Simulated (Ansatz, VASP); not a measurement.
Two plane-wave programs on Hf3H

```
CELL_PARAMETERS angstrom
3.18372 0.00000 0.00000
-1.59186 2.75718 0.00000
0.00000 0.00000 7.83520
ATOMIC_POSITIONS crystal
Hf 0.66667 0.33333 0.67257
Hf 0.33333 0.66667 0.32743
Hf 0.00000 0.00000 0.00000
H 0.00000 0.00000 0.50000
```

Alike in both runs: functional PBE; k mesh 7 × 7 × 3; occupations gaussian, width 0.2 eV; no spin polarisation.

Ansatz relaxed the structure, and its values are those at the end. VASP's run is a single point on that final structure, the one shown.

|  | VASP | Ansatz |
| --- | --- | --- |
| version | VASP 6.6.1 | Ansatz 0.2.0 |
| potentials or method | VASP PAW PBE potentials, release 64 (Hf_pv, H), cutoff 520 eV | scalar-relativistic, plane waves, PAW |
| valence electrons in the cell | 31 | 79 |

Ansatz gave:

* gap on the k mesh at the Fermi level (eV): none
* pressure (GPa): -0.1
* rms of the force components (eV/Å): 0.009

Which values does VASP return?

gap on the k mesh at the Fermi level (eV): none; pressure (GPa): -0.6; rms of the force components (eV/Å): 0.005.

A gap of «none» marks a metal or a gap that the smearing closes. VASP's potentials hold 31 valence electrons a cell and Ansatz's 79, so a difference there can come from the potentials and not from the codes.

Neither program's run includes spin-orbit coupling.
